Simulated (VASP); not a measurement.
**C: single point with r2SCAN+rVV10**

The system is C.

```
CELL_PARAMETERS angstrom
0.00000 1.75927 1.75927
1.75927 0.00000 1.75927
1.75927 1.75927 0.00000
ATOMIC_POSITIONS crystal
C 0.75000 0.75000 0.75000
C 0.50000 0.50000 0.50000
```

```
Program             : VASP 6.6.1
Task                : single point
Functional          : r2SCAN
Dispersion          : rVV10
Potentials or basis : VASP PAW PBE potentials, release 64 (C)
Cutoff              : 520 eV
k mesh              : 13 × 13 × 13
Occupations         : fermi-dirac, width 0.05 eV
Spin                : no spin polarisation
```

```yaml
Pressure: 17.4 GPa
Band_gap_on_the_k_mesh: 4.40 eV, indirect (least direct gap 5.94 eV)
```

Levels at points of the mesh, in eV from the valence-band top:
```csv
k point,band 1,band 2,band 3,band 4,band 5,band 6,band 7,band 8,band 9
"(0.00, 0.00, 0.00)",-23.29,0.00,0.00,0.00,5.94,5.94,5.94,14.80,20.88
```

Run time: 31 s on 1 thread of Intel(R) Xeon(R) 6975P-C (Granite Rapids), with other jobs on the host, peak memory 0.17 GiB.

Caveat: the PAW data sets were made with another functional, which shifts forces and pressure a little. r2SCAN opens gaps a little over a GGA but as a rule still falls short of measured ones.
